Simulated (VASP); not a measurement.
Set up this calculation in VASP 6.6.1, as the native input.

* Task: single point
* Functional: PBE
* Potentials or basis: VASP PAW PBE potentials, release 64 (Cd, I)
* Cutoff: 500 eV
* k mesh: 10 × 10 × 6
* Occupations: gaussian, width 0.05 eV
* Spin: no spin polarisation
* Dipole correction: no
* Further INCAR settings: ALGO = Normal; EDIFF = 1e-06; NBANDS = 20

The structure of CdI2 lies in POSCAR:

```
CdI2
1.0
    4.3176922086      0.0000000000      0.0000000000
   -2.1588461043      3.7392311383      0.0000000000
    0.0000000000      0.0000000000      7.5443569843
Cd I
1 2
Direct
    0.0000000000      0.0000000000      0.0000000000
    0.3333333333      0.6666666667      0.2280970526
    0.6666666667      0.3333333333      0.7719029474
```

The input as run:

INCAR

```
SYSTEM = CdI2
ALGO = Normal
EDIFF = 1E-6
ENCUT = 500
GGA = PE
GGA_COMPAT = .False.
ISIF = 2
ISMEAR = 0
LASPH = .True.
LCHARG = .True.
LELF = .True.
LREAL = .False.
LVHAR = .True.
LWAVE = .False.
NBANDS = 20
NELM = 120
PREC = Accurate
SIGMA = 0.05
```

KPOINTS

```
k-points
0
Gamma
  10 10 6
  0 0 0
```

Potentials or basis: VASP PAW PBE potentials, release 64 (Cd, I).

Launch:

```bash
$ cat potpaw_PBE.64/Cd/POTCAR potpaw_PBE.64/I/POTCAR > POTCAR
$ mpirun -np 1 vasp_std > vasp.out
```

It gave:

```
Pressure               : 0.2 GPa
Largest force          : 0.024 eV/Å
Band gap on the k mesh : 2.40 eV (least direct gap 2.52 eV)
```

Caveat: spin-orbit coupling is left out, which moves the levels of the heavy elements; this functional lacks dispersion, which binds layers or chains, so the pressure and a relaxed spacing across them are unreliable.

It took 71 s on 1 thread of AMD EPYC 9R45 96-Core Processor (Zen 5), on a shared host, peak memory 0.3 GiB.
